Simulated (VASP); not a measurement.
Input of a VASP 6.6.1 run:

Contents of INCAR:

```
ALGO = Normal
EDIFF = 1E-7
ENCUT = 520
GGA = PS
ISIF = 2
ISMEAR = 0
LASPH = True
LCHARG = False
LREAL = False
LWAVE = False
NBANDS = 16
NELM = 100
PREC = Accurate
SIGMA = 0.05
```

The input KPOINTS:

```
k-points
0
Gamma
  9 9 6
```

Contents of POSCAR:

```
AlN
1.0
    3.2223000000      0.0000000000      0.0000000000
   -1.6111500000      2.7905936586      0.0000000000
    0.0000000000      0.0000000000      4.0170000000
Al N
2 2
Direct
    0.3333333333      0.6666666667      0.7500000000
    0.6666666667      0.3333333333      0.2500000000
    0.3333333333      0.6666666667      0.2500000000
    0.6666666667      0.3333333333      0.7500000000
```

Potentials or basis: VASP PAW PBE potentials, release 64 (Al, N).

Run with:

```bash
$ cat potpaw_PBE.64/Al/POTCAR potpaw_PBE.64/N/POTCAR > POTCAR
$ mpirun -np 1 vasp_std > vasp.out
```

Problem. Estimate the band gap on the k mesh.

Solution. 3.92 eV, direct.

Problem. What does it give for the pressure?

Solution. 19.7 GPa.

Stress tensor (GPa, compression positive):
```
20.15  0.00  0.00
 0.00 20.15  0.00
 0.00  0.00 18.89
```

Caveat: the PAW data sets were made with another functional, which shifts forces and pressure a little. Expect the measured gap to be larger: semilocal functionals such as PBEsol lack the derivative discontinuity.
